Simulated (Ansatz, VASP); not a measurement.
# One calculation of Ca2Ge3N, two programs

```
Ca Ge N
1.0
     5.16071    0.00000    0.00000
    -2.58035    4.46930    0.00000
     0.00000    0.00000    5.63982
Ca Ge N
2 3 1
Direct
  0.33333 0.66667 0.00000
  0.66667 0.33333 0.00000
  0.50000 0.00000 0.50000
  0.50000 0.50000 0.50000
  0.00000 0.50000 0.50000
  0.00000 0.00000 0.00000
```

Change from the starting cell: species swapped into the HfCo3B2 type (P6/mmm, No. 191).

Alike in both runs: task relaxation of cell and atoms; functional PBE; k mesh 6 × 6 × 4; occupations gaussian, width 0.1 eV; no spin polarisation.

```csv
,VASP,Ansatz
version,VASP 6.6.1,Ansatz 0.2.0
potentials or method,"VASP PAW PBE potentials, release 64 (Ca_sv, Ge_d, N), cutoff 600 eV","scalar-relativistic, plane waves, PAW"
valence electrons in the cell,67,67
```

```csv
,VASP,Ansatz,Ansatz less VASP
"gap on the k mesh at the Fermi level, each at its own relaxed structure (eV)",none,none,-
relaxed volume (Å³/atom),21.41,21.45,+0.042
relaxed cell length with the largest relative difference (Å),5.047,5.052,+0.0050
```

A gap of «none» marks a metal or a gap that the smearing closes.
